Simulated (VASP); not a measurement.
# WS2 in VASP: a series of runs

WS2 is run at these levels: r2SCAN; tasks: single point.

All numbers are computed with VASP 6.6.1; they aren't measurements. Logs are shortened: lines on timing, memory, paths and dates and some standing lists are left out, and cuts for length are marked.

### Step 1. The cell of the first run

The cell holds a slab with vacuum, 9 atoms: a = 3.183 Å, b = 3.183 Å, c = 28.532 Å, α = 90.00°, β = 90.00°, γ = 120.00°.

### Step 2. Single point, r2SCAN

POSCAR

```
WS2
1.0
    3.1829541699      0.0000000000      0.0000000000
   -1.5914770850      2.7565191702      0.0000000000
    0.0000000000      0.0000000000     28.5322178600
W S
3 6
Direct
    0.6666666700      0.3333333300      0.6592864300
    0.3333333300      0.6666666700      0.8855337800
    0.3333333300      0.6666666700      0.4343616800
    0.6666666700      0.3333333300      0.9401857300
    0.6666666700      0.3333333300      0.4890304200
    0.3333333300      0.6666666700      0.7139522100
    0.6666666700      0.3333333300      0.8308482800
    0.6666666700      0.3333333300      0.3797102500
    0.3333333300      0.6666666700      0.6046252100
```

INCAR.step1

```
SYSTEM = WS2
PREC = Accurate ; ENCUT = 520
ISMEAR = 0 ; SIGMA = 0.1
LREAL = .False. ; LASPH = .True.
NELM = 60 ; NBANDS = 49
GGA = PE ; ALGO = Normal
EDIFF = 1E-4 ; LWAVE = .True.
LCHARG = .False.
```

INCAR.step2

```
SYSTEM = WS2
PREC = Accurate ; ENCUT = 520
EDIFF = 1E-7 ; ISMEAR = 0
SIGMA = 0.1 ; LREAL = .False.
LASPH = .True. ; NELM = 60
ALGO = Normal ; ISIF = 2
LWAVE = .False. ; LCHARG = .True.
METAGGA = R2SCAN ; LMIXTAU = .True.
LELF = .True. ; LVHAR = .True.
NBANDS = 49 ; ISTART = 1
```

KPOINTS

```
regular mesh
0
Gamma
  6 6 1
  0 0 0
```

Potentials or basis: VASP PAW PBE potentials, release 64 (W_sv, S).

The run is started by

```bash
> cat potpaw_PBE.64/W_sv/POTCAR potpaw_PBE.64/S/POTCAR > POTCAR
> cp INCAR.step1 INCAR
> mpirun -np 1 vasp_std > vasp.out
> cp INCAR.step2 INCAR
> mpirun -np 1 vasp_std > vasp.out
```

OUTCAR:

```text
SYSTEM = WS2
   PREC = Accurate
   ENCUT = 520
   EDIFF = 1E-7
   ISMEAR = 0
   LREAL = .False.
   LASPH = .True.
   NELM = 60
   ISIF = 2
   METAGGA = R2SCAN
   ISTART = 1

 ion  position               nearest neighbor table
   1  0.667  0.333  0.659-   9 2.41   9 2.41   9 2.41   6 2.41   6 2.41   6 2.41
   2  0.333  0.667  0.886-   4 2.41   4 2.41   4 2.41   7 2.41   7 2.41   7 2.41
   3  0.333  0.667  0.434-   8 2.41   8 2.41   8 2.41   5 2.41   5 2.41   5 2.41
   4  0.667  0.333  0.940-   2 2.41   2 2.41   2 2.41
   5  0.667  0.333  0.489-   3 2.41   3 2.41   3 2.41
   6  0.333  0.667  0.714-   1 2.41   1 2.41   1 2.41
   7  0.667  0.333  0.831-   2 2.41   2 2.41   2 2.41
   8  0.667  0.333  0.380-   3 2.41   3 2.41   3 2.41
   9  0.333  0.667  0.605-   1 2.41   1 2.41   1 2.41

  LATTYP: Found a hexagonal cell.
 ALAT       =     3.1829541699
 C/A-ratio  =     8.9640680754

  Lattice vectors:

 A1 = (   3.1829541699,   0.0000000000,   0.0000000000)
 A2 = (  -1.5914770850,   2.7565191702,   0.0000000000)
 A3 = (   0.0000000000,   0.0000000000,  28.5322178600)

Analysis of symmetry for initial positions (statically):
=====================================================================
 Subroutine PRICEL returns:
 Original cell was already a primitive cell.

 Routine SETGRP: Setting up the symmetry group for a
 hexagonal supercell.

 Subroutine GETGRP returns: Found  6 space group operations
 (whereof  6 operations were pure point group operations)
 out of a pool of 24 trial point group operations.

The static configuration has the point symmetry C_3v.

Analysis of symmetry for dynamics (positions and initial velocities):
=====================================================================
 Subroutine PRICEL returns:
 Original cell was already a primitive cell.

 Routine SETGRP: Setting up the symmetry group for a
 hexagonal supercell.

 Subroutine GETGRP returns: Found  6 space group operations
 (whereof  6 operations were pure point group operations)
 out of a pool of 24 trial point group operations.

The dynamic configuration has the point symmetry C_3v.

 Subroutine INISYM returns: Found  6 space group operations
 (whereof  6 operations are pure point group operations),
 and found     1 'primitive' translations

----------------------------------------------------------------------------------------

                                     Primitive cell

  volume of cell :     250.3381

  direct lattice vectors                    reciprocal lattice vectors
     3.182954170  0.000000000  0.000000000     0.314173547  0.181388182  0.000000000
    -1.591477085  2.756519170  0.000000000     0.000000000  0.362776363  0.000000000
     0.000000000  0.000000000 28.532217860     0.000000000  0.000000000  0.035048099

  length of vectors
     3.182954170  3.182954170 28.532217860     0.362776363  0.362776363  0.035048099

  position of ions in fractional coordinates (direct lattice)
     0.666666670  0.333333330  0.659286430
     0.333333330  0.666666670  0.885533780
     0.333333330  0.666666670  0.434361680
     0.666666670  0.333333330  0.940185730
     0.666666670  0.333333330  0.489030420
     0.333333330  0.666666670  0.713952210
     0.666666670  0.333333330  0.830848280
     0.666666670  0.333333330  0.379710250
     0.333333330  0.666666670  0.604625210

  ion indices of the primitive-cell ions
   primitive index   ion index
                 1           1
                 2           2
                 3           3
                 4           4
                 5           5
                 6           6
                 7           7
                 8           8
                 9           9

----------------------------------------------------------------------------------------

 KPOINTS: regular mesh

Automatic generation of k-mesh.
 Grid dimensions read from file:
 generate k-points for:    6    6    1

 Generating k-lattice:

  Cartesian coordinates                     Fractional coordinates (reciprocal lattice)
     0.052362258  0.030231364  0.000000000     0.166666667  0.000000000  0.000000000
     0.000000000  0.060462727  0.000000000     0.000000000  0.166666667  0.000000000
     0.000000000  0.000000000  0.035048099     0.000000000  0.000000000  1.000000000

  Length of vectors
     0.060462727  0.060462727  0.035048099

  Shift w.r.t. Gamma in fractional coordinates (k-lattice)
     0.000000000  0.000000000  0.000000000

 Subroutine IBZKPT returns following result:
 ===========================================

 Found      7 irreducible k-points:

 Following reciprocal coordinates:
            Coordinates               Weight
  0.000000  0.000000  0.000000      1.000000
  0.166667  0.000000  0.000000      6.000000
  0.333333  0.000000  0.000000      6.000000
  0.500000  0.000000  0.000000      3.000000
  0.166667  0.166667  0.000000      6.000000
  0.333333  0.166667  0.000000     12.000000
  0.333333  0.333333  0.000000      2.000000
   k-points           NKPTS =      7   k-points in BZ     NKDIM =      7   number of bands    NBANDS=     49
   number of dos      NEDOS =    301   number of ions     NIONS =      9
   total plane-waves  NPLWV = 124416
   dimension x,y,z NGX =    24 NGY =   24 NGZ =  216
   dimension x,y,z NGXF=    48 NGYF=   48 NGZF=  432
   ions per type =               3   6
   NGX,Y,Z   is equivalent  to a cutoff of  12.54, 12.54, 12.59 a.u.
   NGXF,Y,Z  is equivalent  to a cutoff of  25.07, 25.07, 25.17 a.u.
 SYSTEM =  WS2
   PREC   = accura    normal or accurate (medium, high low for compatibility)
   ISTART =      1    job   : 0-new  1-cont  2-samecut
   ICHARG =      0    charge: 1-file 2-atom 10-const
   ISPIN  =      1    spin polarized calculation?
   LNONCOLLINEAR =      F non collinear calculations
   LSORBIT =      F    spin-orbit coupling
   LASPH  =      T    aspherical Exc in radial PAW
   ENCUT  =  520.0 eV  38.22 Ry    6.18 a.u.   5.92  5.92 53.05*2*pi/ulx,y,z
   NELM   =     60;   NELMIN=  2; NELMDL=  0     # of ELM steps
   EDIFF  = 0.1E-06   stopping-criterion for ELM
   LREAL  =      F    real-space projection
   EDIFFG = 0.1E-05   stopping-criterion for IOM
   NSW    =      0    number of steps for IOM
   IBRION =     -1    ionic relax: 0-MD 1-quasi-New 2-CG
   NFREE  =      0    steps in history (QN), initial steepest desc. (CG)
   ISIF   =      2    stress and relaxation
   ISYM   =      2    0-nonsym 1-usesym 2-fastsym
   POTIM  = 0.5000    time-step for ionic-motion
   TEBEG  =    0.0;   TEEND  =   0.0 temperature during run
   PSTRESS=    0.0 pullay stress
   NELECT =      78.0000    total number of electrons
   NUPDOWN=      -1.0000    fix difference up-down
   EMIN   =  10.00;   EMAX   =-10.00  energy-range for DOS
   EFERMI =   0.00;   METHOD = LEGACY
   ISMEAR =     0;   SIGMA  =   0.10  broadening in eV -4-tet -1-fermi 0-gaus
   EFERMI_NEDOS =   21; number of points for ismear=-14 and -15
   IALGO  =     38    algorithm
   IMIX   =      4    mixing-type and parameters
     AMIX     =   0.40;   BMIX     =  1.00
     AMIX_MAG =   1.60;   BMIX_MAG =  1.00
  volume/ion in A,a.u.               =      27.82       187.71
  Fermi-wavevector in a.u.,A,eV,Ry     =   1.109849  2.097311 16.759190  1.231766
  Thomas-Fermi vector in A             =   2.246394
   LORBIT       =      0    0 simple, 1 ext, 2 COOP (PROOUT), +10 PAW based schemes
   METAGGA = R2SCAN    functional components
   LHFCALC =     F    Hartree Fock is set to
   AEXX    =    0.0000 exact exchange contribution
   IVDW    =     0    specifies the selected vdW correction
   LEPSILON=     F    determine dielectric tensor
   LRPA    =     F    only Hartree local field effects (RPA)
 non-spin polarized calculation
 Gauss-broadening in eV      SIGMA  =   0.10
  energy-cutoff  :      520.00
  volume of cell :      250.34
 maximum number of plane-waves:      6765
 NGX is ok and might be reduce to    24
   NGX = 11   NGY = 11   NGZ =107

 number of electron      78.0000002 magnetization

 Free energy of the ion-electron system (eV)
  ---------------------------------------------------
  ext. energy  EPLUGINS =         0.00000000
  ---------------------------------------------------
  free energy    TOTEN  =      -210.19678057 eV

  energy without entropy =     -210.19678057  energy(sigma->0) =     -210.19678057

 E-fermi :   3.0629     XC(G=0):  -7.8036

 val. band max:        2.5848845599   @ k =   0.0000   0.0000   0.0000
 cond. band min:       4.0330810343   @ k =   0.3333   0.3333   0.0000
 fundamental gap:      1.4481964744
 Fermi energy:         3.0628536594

 k-point     1 :       0.0000    0.0000    0.0000
  band No.  band energies     occupation
      1     -73.8425      2.00000
      2     -73.8412      2.00000
      3     -73.8412      2.00000
      4     -37.4319      2.00000
      5     -37.4302      2.00000
      6     -37.4300      2.00000
[... 41 lines left out ...]
     48       5.3559      0.00000
     49       5.3768      0.00000

 k-point     2 :       0.1667    0.0000    0.0000
  band No.  band energies     occupation
      1     -73.8377      2.00000
      2     -73.8364      2.00000
      3     -73.8364      2.00000
      4     -37.4151      2.00000
      5     -37.4135      2.00000
      6     -37.4133      2.00000
[... 41 lines left out ...]
     48       5.3157      0.00000
     49       5.9252      0.00000

 k-point     3 :       0.3333    0.0000    0.0000
  band No.  band energies     occupation
      1     -73.8282      2.00000
      2     -73.8269      2.00000
      3     -73.8269      2.00000
      4     -37.5432      2.00000
      5     -37.5419      2.00000
      6     -37.5416      2.00000
[... 197 lines left out ...]
     48       6.2986      0.00000
     49       7.1060      0.00000

 k-point     7 :       0.3333    0.3333    0.0000
  band No.  band energies     occupation
      1     -73.8210      2.00000
      2     -73.8198      2.00000
      3     -73.8198      2.00000
      4     -37.5407      2.00000
      5     -37.5394      2.00000
      6     -37.5391      2.00000
[... 41 lines left out ...]
     48       6.4095      0.00000
     49       7.9318      0.00000

------------------------ aborting loop because EDIFF is reached ----------------------------------------

  FORCE on cell =-STRESS in cart. coord.  units (eV):
  Direction    XX          YY          ZZ          XY          YZ          ZX
  --------------------------------------------------------------------------------------
  -------------------------------------------------------------------------------------
  Total        0.0431633      0.0431633      0.1550173     -0.0000000      0.0000000      0.0000000
  in kB        0.2762476      0.2762476      0.9921188     -0.0000000      0.0000000      0.0000000
  external PRESSURE =       0.5148713 kB  Pullay stress =       0.0000000 kB

 VOLUME and BASIS-vectors are now :
 -----------------------------------------------------------------------------
  energy-cutoff  :      520.00
  volume of cell :      250.34
      direct lattice vectors                 reciprocal lattice vectors
     3.182954170  0.000000000  0.000000000     0.314173547  0.181388182  0.000000000
    -1.591477085  2.756519170  0.000000000     0.000000000  0.362776363  0.000000000
     0.000000000  0.000000000 28.532217860     0.000000000  0.000000000  0.035048099

 POSITION                                       TOTAL-FORCE (eV/Angst)
 -----------------------------------------------------------------------------------
      1.59148      0.91884     18.81090        -0.000000      0.000000      0.004187
     -0.00000      1.83768     25.26624         0.000000     -0.000000     -0.001128
     -0.00000      1.83768     12.39330        -0.000000     -0.000000     -0.008280
      1.59148      0.91884     26.82558         0.000000      0.000000      0.006638
      1.59148      0.91884     13.95312        -0.000000      0.000000     -0.006544
     -0.00000      1.83768     20.37064         0.000000      0.000000      0.000878
      1.59148      0.91884     23.70594         0.000000      0.000000      0.009075
      1.59148      0.91884     10.83398         0.000000     -0.000000     -0.008305
     -0.00000      1.83768     17.25130        -0.000000     -0.000000      0.003480
 -----------------------------------------------------------------------------------
    total drift:                                0.000002     -0.000001      0.000445

  FREE ENERGIE OF THE ION-ELECTRON SYSTEM (eV)
  ---------------------------------------------------
  free  energy   TOTEN  =      -210.1967805709 eV

  energy  without entropy=     -210.1967805709  energy(sigma->0) =     -210.19678057
```

It took 5.6 min on 1 thread of Intel Xeon 6975P-C (Granite Rapids), shared host; peak memory 0.42 GiB.

What came out:

| Quantity | Value |
| --- | --- |
| Free energy | -210.1968 eV |
| Largest force | 0.009 eV/Å |
| Band gap on the k mesh | 1.45 eV (least direct gap 1.88 eV) |

Forces on the atoms (eV/Å):
```
W    0.000  0.000  0.004
W    0.000  0.000 -0.001
W    0.000  0.000 -0.008
S    0.000  0.000  0.007
S    0.000  0.000 -0.007
S    0.000  0.000  0.001
S    0.000  0.000  0.009
S    0.000  0.000 -0.008
S    0.000  0.000  0.003
```

Caveat: the PAW data sets were made with another functional, which shifts forces and pressure a little; spin-orbit coupling is left out, which moves the levels of the heavy elements.

(Part 1 of 2 ends here.)
